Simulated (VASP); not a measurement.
## Ba2CeSnO6: relaxation of cell and atoms with PBE+U

Crystal: Ba2CeSnO6.

```
Ba Ce O Sn
1.0
     0.00000    4.34387    4.34387
     4.34387    0.00000    4.34387
     4.34387    4.34387    0.00000
Ba Ce O Sn
2 1 6 1
Direct
  0.25000 0.25000 0.25000
  0.75000 0.75000 0.75000
  0.00000 0.00000 0.00000
  0.74213 0.25787 0.25787
  0.25787 0.74213 0.74213
  0.25787 0.74213 0.25787
  0.74213 0.25787 0.74213
  0.25787 0.25787 0.74213
  0.74213 0.74213 0.25787
  0.50000 0.50000 0.50000
```

```yaml
Program: VASP 6.6.1
Task: relaxation of cell and atoms
Functional: PBE
Potentials_or_basis: VASP PAW PBE potentials, release 64 (Ba_sv, Ce, O, Sn_d)
Cutoff: 600 eV
k_mesh: 4 × 4 × 4
Occupations: gaussian, width 0.02 eV
Spin: no spin polarisation
Hubbard_terms: Ce f U = 5.0 eV
Dipole_correction: no
Further_INCAR_settings: ALGO = Normal; EDIFF = 1e-07; IBRION = 2; EDIFFG = -0.005; NSW = 100; ISIF = 3
```

```yaml
Relaxed_volume: 16.37 Å³/atom
Relaxed_cell: a = 6.140 Å, b = 6.140 Å, c = 6.140 Å, α = 60.00°, β = 60.00°, γ = 60.00°
Space_group_after_relaxing_to_0.1_Å: Fm-3m (No. 225)
Energy_gained_by_relaxing: 0.6 meV/atom
Ionic_steps: 3
Pressure_after_relaxing: 0.0 GPa
Band_gap_on_the_k_mesh: 2.68 eV (least direct gap 2.89 eV)
```

The path:
| step | energy change (eV) | largest force (eV/Å) | pressure (GPa) | volume (Å³) |
| --- | --- | --- | --- | --- |
| 1 | 0.0000 | 0.2285 | -0.13 | 163.93 |
| 2 | -0.0046 | 0.0938 | 0.01 | 163.62 |
| 3 | -0.0055 | 0.0009 | -0.03 | 163.71 |

Final structure:
```cif
data_structure
_symmetry_space_group_name_H-M 'P 1'
_symmetry_Int_Tables_number 1
_cell_length_a 6.1404
_cell_length_b 6.1404
_cell_length_c 6.1404
_cell_angle_alpha 60.000
_cell_angle_beta 60.000
_cell_angle_gamma 60.000
_cell_volume 163.71
loop_
_atom_site_label
_atom_site_type_symbol
_atom_site_fract_x
_atom_site_fract_y
_atom_site_fract_z
_atom_site_occupancy
Ba1 Ba 0.25000 0.25000 0.25000 1
Ba2 Ba 0.75000 0.75000 0.75000 1
Ce1 Ce 0.00000 0.00000 0.00000 1
O1 O 0.74122 0.25878 0.25878 1
O2 O 0.25878 0.74122 0.74122 1
O3 O 0.25878 0.74122 0.25878 1
O4 O 0.74122 0.25878 0.74122 1
O5 O 0.25878 0.25878 0.74122 1
O6 O 0.74122 0.74122 0.25878 1
Sn1 Sn 0.50000 0.50000 0.50000 1
```

Levels at points of the mesh, in eV from the valence-band top:
```csv
k point,band 38,band 39,band 40,band 41,band 42,band 43,band 44,band 45
"(0.00, 0.00, 0.00)",-0.69,0.00,0.00,0.00,2.90,3.01,3.01,3.01
"(0.50, 0.00, 0.00)",-0.51,-0.49,-0.27,-0.27,2.68,2.90,2.97,2.97
"(0.50, 0.50, 0.00)",-0.87,-0.63,-0.63,-0.06,2.85,2.90,2.92,2.92
```

Eigenvalues of the final occupation matrices:
| site | spin | trace | eigenvalues |
| --- | --- | --- | --- |
| site 3 f | 1 | 0.39 | 0.00 0.03 0.03 0.03 0.10 0.10 0.10 |
| site 3 f | 2 | 0.39 | 0.00 0.03 0.03 0.03 0.10 0.10 0.10 |

Wall time 5.1 min on 1 thread of Intel(R) Xeon(R) 6975P-C (Granite Rapids) (shared host), peak memory 0.41 GiB.

Caveat: spin-orbit coupling is left out, which moves the levels of the heavy elements. Spin polarisation is off, so any magnetic state and its effect on volume and gap are missing.
